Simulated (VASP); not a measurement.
# Cd9S8 (a cell with a defect) in VASP: single point with PBEsol

Aim: the single point of Cd9S8 (a cell with a defect) with PBEsol.

Program: VASP 6.6.1. These are calculated values, not measurements. Logs are shortened: lines on timing, memory, paths and dates and some standing lists are left out, and cuts for length are marked.

## 1. The cell of the first run

The cell holds a defect, 17 atoms: a = 8.236 Å, b = 8.236 Å, c = 8.236 Å, α = 60.00°, β = 60.00°, γ = 60.00°.

## 2. Single point, PBEsol

Input file INCAR:

```
SYSTEM = Cd9S8
PREC     = Accurate       ! precision mode
ENCUT    = 520            ! plane-wave cutoff, eV
EDIFF    = 1E-6           ! SCF threshold, eV
ISMEAR   = 0              ! smearing method
SIGMA    = 0.02           ! smearing width, eV
LREAL    = Auto         
LASPH    = .True.         ! aspherical terms in the spheres
NELM     = 80             ! most SCF steps
ALGO     = Normal         ! electronic algorithm
ISIF     = 2              ! what is computed and relaxed
LWAVE    = .False.        ! write WAVECAR
LCHARG   = .True.         ! write CHGCAR
GGA      = PS             ! functional
LELF     = .True.         ! ELF
LVHAR    = .True.       
NBANDS   = 92             ! bands
```

Input file KPOINTS:

```
Automatic mesh
0
Gamma
  2 2 2
  0 0 0
```

Input file POSCAR:

```
Cd9S8
1.0
    0.0000000000      5.8238935687     -5.8238935687
    5.8238935687      5.8238935687      0.0000000000
    5.8238935687      0.0000000000     -5.8238935687
Cd S
9 8
Direct
    0.5223387866      0.5224184584     -0.0638374475
    0.4756073351      0.0018105585      0.0176588907
    1.0016918117      0.4757689108      0.0176175095
    1.0047633823      0.0049243688      0.0119811599
    0.4837232114      0.4837960149      0.5041602264
    0.4850604611      0.0419915813      0.4953144260
    1.0419422039      0.4852526006      0.4952265123
    0.9797022272     -0.0201299180      0.5628261336
    0.7236676719      0.7238022897      0.3342429729
    0.4005301561      0.4005583159      0.3135708059
    0.3485053386      0.8818231205      0.3954361413
    0.8817575286      0.3486571271      0.3953947600
    0.8822438871      0.8823769596      0.3901097218
    0.3721979075      0.3723065977      0.8706369614
    0.3745868592      0.8894523808      0.8619920575
    0.8893806933      0.3747397637      0.8619167642
    0.8557233131      0.8558737280      0.9306547992
```

Potentials or basis: VASP PAW PBE potentials, release 64 (Cd, S).

Started as:

```
> cat potpaw_PBE.64/Cd/POTCAR potpaw_PBE.64/S/POTCAR > POTCAR
> mpirun -np 1 vasp_std > vasp.out
```

OUTCAR:

```text
SYSTEM = Cd9S8
   PREC = Accurate
   ENCUT = 520
   EDIFF = 1E-6
   ISMEAR = 0
   LREAL = Auto
   LASPH = .True.
   NELM = 80
   ISIF = 2
   GGA = PS

 ion  position               nearest neighbor table
   1  0.522  0.522  0.936-  16 2.49  15 2.49  14 2.49  10 2.54
   2  0.476  0.002  0.018-  15 2.49  14 2.50  11 2.54  17 2.57   9 3.30
   3  0.002  0.476  0.018-  16 2.49  14 2.50  12 2.54  17 2.57   9 3.30
   4  0.005  0.005  0.012-  16 2.49  15 2.49  13 2.54  17 2.57   9 3.29
   5  0.484  0.484  0.504-  10 2.45  14 2.47  11 2.68  12 2.68   9 2.85   7 3.67   6 3.67
   6  0.485  0.042  0.495-  10 2.45  15 2.48  11 2.68  13 2.68   9 2.87   7 3.65   5 3.67
   7  0.042  0.485  0.495-  10 2.45  16 2.48  12 2.68  13 2.68   9 2.87   6 3.65   5 3.67
   8  0.980  0.980  0.563-  17 2.47  13 2.50  12 2.50  11 2.50
   9  0.724  0.724  0.334-  13 2.56  12 2.56  11 2.56  17 2.71   5 2.85   6 2.87   7 2.87   4 3.29
                             2 3.30   3 3.30
  10  0.401  0.401  0.314-   6 2.45   7 2.45   5 2.45   1 2.54
  11  0.349  0.882  0.395-   8 2.50   2 2.54   9 2.56   6 2.68   5 2.68
  12  0.882  0.349  0.395-   8 2.50   3 2.54   9 2.56   7 2.68   5 2.68
  13  0.882  0.882  0.390-   8 2.50   4 2.54   9 2.56   7 2.68   6 2.68
  14  0.372  0.372  0.871-   5 2.47   1 2.49   2 2.50   3 2.50
  15  0.375  0.889  0.862-   6 2.48   1 2.49   2 2.49   4 2.49
  16  0.889  0.375  0.862-   7 2.48   1 2.49   3 2.49   4 2.49
  17  0.856  0.856  0.931-   8 2.47   4 2.57   3 2.57   2 2.57   9 2.71

  LATTYP: Found a face centered cubic cell.
 ALAT       =    11.6477871374

  Lattice vectors:

 A1 = (   0.0000000000,   5.8238935687,  -5.8238935687)
 A2 = (   5.8238935687,   5.8238935687,   0.0000000000)
 A3 = (   5.8238935687,   0.0000000000,  -5.8238935687)

Analysis of symmetry for initial positions (statically):
=====================================================================
 Subroutine PRICEL returns:
 Original cell was already a primitive cell.

 Routine SETGRP: Setting up the symmetry group for a
 face centered cubic supercell.

 Subroutine GETGRP returns: Found  1 space group operations
 (whereof  1 operations were pure point group operations)
 out of a pool of 48 trial point group operations.

The static configuration has the point symmetry C_1 .

Analysis of symmetry for dynamics (positions and initial velocities):
=====================================================================
 Subroutine PRICEL returns:
 Original cell was already a primitive cell.

 Routine SETGRP: Setting up the symmetry group for a
 face centered cubic supercell.

 Subroutine GETGRP returns: Found  1 space group operations
 (whereof  1 operations were pure point group operations)
 out of a pool of 48 trial point group operations.

The dynamic configuration has the point symmetry C_1 .

 Subroutine INISYM returns: Found  1 space group operations
 (whereof  1 operations are pure point group operations),
 and found     1 'primitive' translations

----------------------------------------------------------------------------------------

                                     Primitive cell

  volume of cell :     395.0666

  direct lattice vectors                    reciprocal lattice vectors
     0.000000000  5.823893569 -5.823893569    -0.085853217  0.085853217 -0.085853217
     5.823893569  5.823893569  0.000000000     0.085853217  0.085853217  0.085853217
     5.823893569  0.000000000 -5.823893569     0.085853217 -0.085853217 -0.085853217

  length of vectors
     8.236229271  8.236229271  8.236229271     0.148702134  0.148702134  0.148702134

  position of ions in fractional coordinates (direct lattice)
     0.522338787  0.522418458  0.936162553
     0.475607335  0.001810558  0.017658891
     0.001691812  0.475768911  0.017617509
     0.004763382  0.004924369  0.011981160
     0.483723211  0.483796015  0.504160226
     0.485060461  0.041991581  0.495314426
[... 9 lines left out ...]
     0.889380693  0.374739764  0.861916764
     0.855723313  0.855873728  0.930654799

  ion indices of the primitive-cell ions
   primitive index   ion index
                 1           1
                 2           2
                 3           3
                 4           4
                 5           5
                 6           6
[... 9 lines left out ...]
                16          16
                17          17

----------------------------------------------------------------------------------------

 KPOINTS: Automatic mesh

Automatic generation of k-mesh.
 Grid dimensions read from file:
 generate k-points for:    2    2    2

 Generating k-lattice:

  Cartesian coordinates                     Fractional coordinates (reciprocal lattice)
    -0.042926609  0.042926609 -0.042926609     0.500000000  0.000000000  0.000000000
     0.042926609  0.042926609  0.042926609     0.000000000  0.500000000  0.000000000
     0.042926609 -0.042926609 -0.042926609     0.000000000  0.000000000  0.500000000

  Length of vectors
     0.074351067  0.074351067  0.074351067

  Shift w.r.t. Gamma in fractional coordinates (k-lattice)
     0.000000000  0.000000000  0.000000000

 Subroutine IBZKPT returns following result:
 ===========================================

 Found      8 irreducible k-points:

 Following reciprocal coordinates:
            Coordinates               Weight
  0.000000  0.000000  0.000000      1.000000
  0.500000  0.000000  0.000000      1.000000
  0.000000  0.500000  0.000000      1.000000
  0.000000  0.000000  0.500000      1.000000
  0.500000  0.500000  0.500000      1.000000
  0.500000  0.500000  0.000000      1.000000
  0.000000  0.500000  0.500000      1.000000
  0.500000  0.000000  0.500000      1.000000
   k-points           NKPTS =      8   k-points in BZ     NKDIM =      8   number of bands    NBANDS=     92
   number of dos      NEDOS =    301   number of ions     NIONS =     17
   total plane-waves  NPLWV = 262144
   dimension x,y,z NGX =    64 NGY =   64 NGZ =   64
   dimension x,y,z NGXF=   128 NGYF=  128 NGZF=  128
   ions per type =               9   8
   NGX,Y,Z   is equivalent  to a cutoff of  12.92, 12.92, 12.92 a.u.
   NGXF,Y,Z  is equivalent  to a cutoff of  25.84, 25.84, 25.84 a.u.
 SYSTEM =  Cd9S8
   PREC   = accura    normal or accurate (medium, high low for compatibility)
   ISTART =      0    job   : 0-new  1-cont  2-samecut
   ICHARG =      2    charge: 1-file 2-atom 10-const
   ISPIN  =      1    spin polarized calculation?
   LNONCOLLINEAR =      F non collinear calculations
   LSORBIT =      F    spin-orbit coupling
   LASPH  =      T    aspherical Exc in radial PAW
   ENCUT  =  520.0 eV  38.22 Ry    6.18 a.u.  15.31 15.31 15.31*2*pi/ulx,y,z
   NELM   =     80;   NELMIN=  2; NELMDL= -5     # of ELM steps
   EDIFF  = 0.1E-05   stopping-criterion for ELM
   LREAL  =      T    real-space projection
   EDIFFG = 0.1E-04   stopping-criterion for IOM
   NSW    =      0    number of steps for IOM
   IBRION =     -1    ionic relax: 0-MD 1-quasi-New 2-CG
   NFREE  =      0    steps in history (QN), initial steepest desc. (CG)
   ISIF   =      2    stress and relaxation
   ISYM   =      2    0-nonsym 1-usesym 2-fastsym
   POTIM  = 0.5000    time-step for ionic-motion
   TEBEG  =    0.0;   TEEND  =   0.0 temperature during run
   PSTRESS=    0.0 pullay stress
   NELECT =     156.0000    total number of electrons
   NUPDOWN=      -1.0000    fix difference up-down
   EMIN   =  10.00;   EMAX   =-10.00  energy-range for DOS
   EFERMI =   0.00;   METHOD = LEGACY
   ISMEAR =     0;   SIGMA  =   0.02  broadening in eV -4-tet -1-fermi 0-gaus
   EFERMI_NEDOS =   21; number of points for ismear=-14 and -15
   IALGO  =     38    algorithm
   IMIX   =      4    mixing-type and parameters
     AMIX     =   0.40;   BMIX     =  1.00
     AMIX_MAG =   1.60;   BMIX_MAG =  1.00
  volume/ion in A,a.u.               =      23.24       156.83
  Fermi-wavevector in a.u.,A,eV,Ry     =   1.201046  2.269648 19.626557  1.442511
  Thomas-Fermi vector in A             =   2.336865
   LORBIT       =      0    0 simple, 1 ext, 2 COOP (PROOUT), +10 PAW based schemes
   GGA     = PS    functional components
   LHFCALC =     F    Hartree Fock is set to
   AEXX    =    0.0000 exact exchange contribution
   IVDW    =     0    specifies the selected vdW correction
   LEPSILON=     F    determine dielectric tensor
   LRPA    =     F    only Hartree local field effects (RPA)
 non-spin polarized calculation
 Gauss-broadening in eV      SIGMA  =   0.02
  energy-cutoff  :      520.00
  volume of cell :      395.07
 maximum number of plane-waves:     10777
 NGX is ok and might be reduce to    64
   NGX = 31   NGY = 31   NGZ = 31

 number of electron     156.0000002 magnetization

 Free energy of the ion-electron system (eV)
  ---------------------------------------------------
  ext. energy  EPLUGINS =         0.00000000
  ---------------------------------------------------
  free energy    TOTEN  =       -52.53815221 eV

  energy without entropy =      -52.53438734  energy(sigma->0) =      -52.53626978

 E-fermi :   4.0407     XC(G=0):  -9.7760

 val. band max:        4.0366705530   @ k =   0.0000   0.5000   0.0000
 cond. band min:       4.1457955245   @ k =   0.0000   0.0000   0.5000
 fundamental gap:      0.1091249715
 Fermi energy:         4.0406719794

 k-point     1 :       0.0000    0.0000    0.0000
  band No.  band energies     occupation
      1     -11.0175      2.00000
      2     -10.6162      2.00000
      3     -10.5016      2.00000
      4     -10.4758      2.00000
      5     -10.4740      2.00000
      6     -10.4180      2.00000
[... 82 lines left out ...]
     89       7.1942      0.00000
     90       7.3871      0.00000

 k-point     2 :       0.5000    0.0000    0.0000
  band No.  band energies     occupation
      1     -10.7911      2.00000
      2     -10.7716      2.00000
      3     -10.5042      2.00000
      4     -10.4801      2.00000
      5     -10.4229      2.00000
      6     -10.4175      2.00000
[... 82 lines left out ...]
     89       6.7945      0.00000
     90       7.0204      0.00000

 k-point     3 :       0.0000    0.5000    0.0000
  band No.  band energies     occupation
      1     -10.7911      2.00000
      2     -10.7716      2.00000
      3     -10.5042      2.00000
      4     -10.4801      2.00000
      5     -10.4229      2.00000
      6     -10.4175      2.00000
[... 82 lines left out ...]
     89       6.7945      0.00000
     90       7.0203      0.00000

 k-point     4 :       0.0000    0.0000    0.5000
  band No.  band energies     occupation
      1     -10.8031      2.00000
      2     -10.7329      2.00000
      3     -10.5470      2.00000
      4     -10.4836      2.00000
      5     -10.4184      2.00000
      6     -10.4143      2.00000
[... 82 lines left out ...]
     89       6.7424      0.00000
     90       6.9304      0.00000

 k-point     5 :       0.5000    0.5000    0.5000
  band No.  band energies     occupation
      1     -10.7896      2.00000
      2     -10.7712      2.00000
      3     -10.5036      2.00000
      4     -10.4804      2.00000
      5     -10.4266      2.00000
      6     -10.4143      2.00000
[... 82 lines left out ...]
     89       6.7830      0.00000
     90       7.0337      0.00000

 k-point     6 :       0.5000    0.5000    0.0000
  band No.  band energies     occupation
      1     -10.7325      2.00000
      2     -10.6689      2.00000
      3     -10.6095      2.00000
      4     -10.4983      2.00000
      5     -10.4936      2.00000
      6     -10.4806      2.00000
[... 82 lines left out ...]
     89       6.6554      0.00000
     90       6.8766      0.00000

 k-point     7 :       0.0000    0.5000    0.5000
  band No.  band energies     occupation
      1     -10.7325      2.00000
      2     -10.6658      2.00000
      3     -10.6101      2.00000
      4     -10.5025      2.00000
      5     -10.4900      2.00000
      6     -10.4796      2.00000
[... 82 lines left out ...]
     89       6.6659      0.00000
     90       6.9267      0.00000

 k-point     8 :       0.5000    0.0000    0.5000
  band No.  band energies     occupation
      1     -10.7325      2.00000
      2     -10.6657      2.00000
      3     -10.6101      2.00000
      4     -10.5025      2.00000
      5     -10.4899      2.00000
      6     -10.4796      2.00000
[... 82 lines left out ...]
     89       6.6657      0.00000
     90       6.9270      0.00000
 [bands above 90 left out]

------------------------ aborting loop because EDIFF is reached ----------------------------------------

  FORCE on cell =-STRESS in cart. coord.  units (eV):
  Direction    XX          YY          ZZ          XY          YZ          ZX
  --------------------------------------------------------------------------------------
  -------------------------------------------------------------------------------------
  Total       12.3222964     12.2745926     12.3226612      0.2139111     -0.2134683      0.2593401
  in kB       49.9726003     49.7791394     49.9740797      0.8675082     -0.8657126      1.0517439
  external PRESSURE =      49.9086065 kB  Pullay stress =       0.0000000 kB

 VOLUME and BASIS-vectors are now :
 -----------------------------------------------------------------------------
  energy-cutoff  :      520.00
  volume of cell :      395.07
      direct lattice vectors                 reciprocal lattice vectors
     0.000000000  5.823893569 -5.823893569    -0.085853217  0.085853217 -0.085853217
     5.823893569  5.823893569  0.000000000     0.085853217  0.085853217  0.085853217
     5.823893569  0.000000000 -5.823893569     0.085853217 -0.085853217 -0.085853217

 POSITION                                       TOTAL-FORCE (eV/Angst)
 -----------------------------------------------------------------------------------
      8.49462      6.08456     -8.49416         0.032759     -0.028230     -0.032738
      0.11339      2.78043     -2.87273         0.017865     -0.010337      0.009324
      2.87343      2.78068     -0.11246        -0.009364     -0.010282     -0.017907
      0.09846      0.05642     -0.09752         0.019106      0.012810     -0.018879
      5.75375      5.63473     -5.75333         0.010945      0.009834     -0.011205
      3.12921      3.06950     -5.70960        -0.017549     -0.017749     -0.026132
[... 9 lines left out ...]
      7.20216      7.36210    -10.19937         0.017623     -0.014538      0.014939
     10.40455      9.96816    -10.40368         0.018627     -0.011830     -0.018138
 -----------------------------------------------------------------------------------
    total drift:                               -0.004834     -0.003031      0.004584

  FREE ENERGIE OF THE ION-ELECTRON SYSTEM (eV)
  ---------------------------------------------------
  free  energy   TOTEN  =       -52.5381522093 eV

  energy  without entropy=      -52.5343873422  energy(sigma->0) =      -52.53626978
```

Run time: 5.5 min. Hardware: 1 thread of Intel Xeon 6975P-C (Granite Rapids), shared host; peak memory 0.63 GiB.

Results:

```yaml
Free_energy: -52.5382 eV
Pressure: 5.0 GPa
Largest_force: 0.355 eV/Å
Band_gap_on_the_k_mesh: zero (bands 78 and 79 overlap by 0.97 eV)
```

Forces on the atoms (eV/Å):
```
Cd   0.033 -0.028 -0.033
Cd   0.018 -0.010  0.009
Cd  -0.009 -0.010 -0.018
Cd   0.019  0.013 -0.019
Cd   0.011  0.010 -0.011
Cd  -0.018 -0.018 -0.026
Cd   0.026 -0.018  0.017
Cd   0.024 -0.024 -0.024
Cd  -0.208  0.198  0.208
S    0.003 -0.018 -0.002
S    0.028 -0.035 -0.006
S    0.006 -0.035 -0.028
S    0.034  0.002 -0.034
S    0.013  0.016 -0.013
S   -0.014 -0.015 -0.017
S    0.018 -0.015  0.015
S    0.019 -0.012 -0.018
```

Caveat: the k points lie up to 0.47 Å⁻¹ apart, too coarse for converged energies and pressures of a metal; the PAW data sets were made with another functional, which shifts forces and pressure a little.
